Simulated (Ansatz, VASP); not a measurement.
Two plane-wave programs on Si2W

Contents of INCAR:

```
SYSTEM = Si2W
PREC     = Accurate       ! precision mode
ENCUT    = 520            ! plane-wave cutoff, eV
EDIFF    = 1E-6           ! SCF threshold, eV
ISMEAR   = 0              ! smearing method
SIGMA    = 0.1            ! smearing width, eV
LREAL    = .FALSE.        ! projectors in reciprocal space
LASPH    = .TRUE.         ! aspherical terms in the spheres
NELM     = 100            ! most SCF steps
ALGO     = Normal         ! electronic algorithm
ISIF     = 2              ! what is computed and relaxed
LWAVE    = .FALSE.        ! write WAVECAR
LCHARG   = .TRUE.         ! write CHGCAR
GGA      = PE             ! functional
LELF     = .TRUE.         ! ELF
LVHAR    = .TRUE.       
NBANDS   = 18             ! bands
```

KPOINTS

```
Automatic mesh
0
G
  8 8 8
  0 0 0
```

File POSCAR:

```
Si2W
1.0
   -1.6069000000      1.6069000000      3.9149500000
    1.6069000000     -1.6069000000      3.9149500000
    1.6069000000      1.6069000000     -3.9149500000
Si W
2 1
Direct
    0.3347000000      0.3347000000      0.0000000000
    0.6653000000      0.6653000000      0.0000000000
    0.0000000000      0.0000000000      0.0000000000
```

Input for Ansatz:

```yaml
crystal:
  lattice:
    - [-1.6069, 1.6069, 3.91495]
    - [1.6069, -1.6069, 3.91495]
    - [1.6069, 1.6069, -3.91495]
  atoms:
    - { symbol: Si, position: [0.3347, 0.3347, 0.0] }
    - { symbol: Si, position: [0.6653, 0.6653, 0.0] }
    - { symbol: W, position: [0.0, 0.0, 0.0] }
basis:
  ecutwfc: 420
kpoints:
  mp_grid: { grid: [8, 8, 8] }
hamiltonian:
  xc: pbe
scf:
  occupations: { method: gaussian, width: 0.1 }
output:
  forces: true
  stress: true
  eigenvalues: true
```

Alike in both runs: task single point; functional PBE; k mesh 8 × 8 × 8; occupations gaussian, width 0.1 eV; no spin polarisation.

|  | VASP | Ansatz |
| --- | --- | --- |
| version | VASP 6.6.1 | Ansatz 0.2.0 |
| potentials or method | VASP PAW PBE potentials, release 64 (Si, W_sv), cutoff 520 eV | scalar-relativistic, plane waves, PAW |
| valence electrons in the cell | 22 | 22 |

```tsv
	VASP	Ansatz	Ansatz less VASP
gap on the k mesh at the Fermi level (eV)	none	none	-
pressure (GPa)	3.3	3.3	-0.07
rms of the force components (eV/Å)	0.012	0.010	-0.0014
```

Atom by atom the forces differ by 0.001 eV/Å (rms over components). A gap of «none» marks a metal or a gap that the smearing closes.

Neither program's run includes spin-orbit coupling.
